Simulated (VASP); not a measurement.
**Sb: single point with PBEsol**

The system is Sb.

```xyz
1
Lattice="3.3178 -0.6636 -0.6636 -0.6636 3.3178 -0.6636 -0.6636 -0.6636 3.3178" Properties=species:S:1:pos:R:3 pbc="T T T"
Sb    0.0000    0.0000    0.0000
```

This cell differs from its parent crystal: ratio of the length along [111] to the lengths across it x 0.5, volume and fractional coordinates fixed.

```
Program                : VASP 6.6.1
Task                   : single point
Functional             : PBEsol
Potentials or basis    : VASP PAW PBE potentials, release 64 (Sb)
Cutoff                 : 520 eV
k mesh                 : 16 × 16 × 16
Occupations            : gaussian, width 0.15 eV
Spin                   : no spin polarisation
Dipole correction      : no
Further INCAR settings : ALGO = Normal; EDIFF = 1e-07; NBANDS = 8
```

```
Pressure : -8.7 GPa
```

Levels at points of the mesh, in eV from the Fermi level:
```
           k point  band 1  band 2  band 3  band 4  band 5  band 6
(0.00, 0.00, 0.00)  -11.70    4.38    4.38    4.38   10.04   10.04
(0.50, 0.00, 0.00)   -8.56   -4.64    1.39    3.21    5.94    6.79
(0.50, 0.50, 0.50)   -6.24   -1.63   -1.63   -1.63    3.30    3.30
```

It took 16 s on 1 thread of AMD EPYC 9R45 96-Core Processor (Zen 5), on a shared host, peak memory 0.15 GiB.

Caveat: the PAW data sets were made with another functional, which shifts forces and pressure a little; spin-orbit coupling is left out, which moves the levels of the heavy elements.
